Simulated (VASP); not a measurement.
**CdTe: single point with PBE**

CdTe:

```
Cd Te
1.0
     0.00000    3.20500    3.20500
     3.20500    0.00000    3.20500
     3.20500    3.20500    0.00000
Cd Te
1 1
Direct
  0.00000 0.00000 0.00000
  0.25000 0.25000 0.25000
```

| Item | Value |
| --- | --- |
| Program | VASP 6.6.1 |
| Task | single point |
| Functional | PBE |
| Potentials or basis | VASP PAW PBE potentials, release 64 (Cd, Te) |
| Cutoff | 500 eV |
| k mesh | 12 × 12 × 12 |
| Occupations | gaussian, width 0.02 eV |
| Spin | no spin polarisation |
| Dipole correction | no |
| Further INCAR settings | ALGO = Normal; EDIFF = 1e-06; NBANDS = 16 |

```yaml
Pressure: 4.4 GPa
Band_gap_on_the_k_mesh: 0.87 eV
```

Levels at points of the mesh, in eV from the valence-band top:
```tsv
k point	band 5	band 6	band 7	band 8	band 9	band 10	band 11	band 12	band 13	band 14
(0.00, 0.00, 0.00)	-8.12	-8.12	0.00	0.00	0.00	0.87	4.58	4.58	4.58	7.51
(0.50, 0.00, 0.00)	-8.11	-7.74	-4.62	-0.83	-0.83	1.85	5.17	5.17	7.10	8.78
(0.50, 0.50, 0.00)	-8.09	-7.59	-4.47	-1.98	-1.98	2.53	2.66	9.03	9.30	9.30
```

It took 45 s on 1 thread of AMD EPYC 9R45 96-Core Processor (Zen 5), with other jobs on the host, peak memory 0.22 GiB.

Caveat: the cell stands under pressure; spin-orbit coupling is left out, which moves the levels of the heavy elements.
